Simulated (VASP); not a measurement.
Write the native input for VASP 6.6.1 that does the following.

```
Task                   : single point
Functional             : PBE
Potentials or basis    : VASP PAW PBE potentials, release 64 (Sr_sv, Ga_d)
Cutoff                 : 520 eV
k mesh                 : 8 × 8 × 8
Occupations            : gaussian, width 0.05 eV
Spin                   : no spin polarisation
Dipole correction      : no
Further INCAR settings : ALGO = Fast; EDIFF = 1e-06; NBANDS = 32
```

The structure of SrGa3 lies in POSCAR:

```
SrGa3
1.0
    4.5284779453      0.0679271692      0.0000000000
    0.0679271692      4.5284779453      0.0000000000
    0.0000000000      0.0000000000      4.5284779453
Sr Ga
1 3
Direct
    0.0000000000      0.0000000000      0.0000000000
    0.0000000000      0.5000000000      0.5000000000
    0.5000000000      0.5000000000      0.0000000000
    0.5000000000      0.0000000000      0.5000000000
```

These files were run (other wordings do the same):

INCAR

```
SYSTEM = SrGa3
PREC = Accurate
ENCUT = 520
EDIFF = 1E-6
ISMEAR = 0
SIGMA = 0.05
LREAL = .FALSE.
LASPH = .TRUE.
NELM = 60
ALGO = Fast
ISIF = 2
LWAVE = .FALSE.
LCHARG = .FALSE.
GGA = PE
NBANDS = 32
```

KPOINTS

```
regular mesh
0
G
  8 8 8
  0 0 0
```

Potentials or basis: VASP PAW PBE potentials, release 64 (Sr_sv, Ga_d).

Run with:

```bash
$ cat potpaw_PBE.64/Sr_sv/POTCAR potpaw_PBE.64/Ga_d/POTCAR > POTCAR
$ mpirun -np 1 vasp_std > vasp.out
```

It gave:

| Item | Value |
| --- | --- |
| Pressure | 0.1 GPa |

Run time: 14 min on 1 thread of Oxide Virtual Turin-like Processor, with other jobs on the host, peak memory 0.37 GiB.
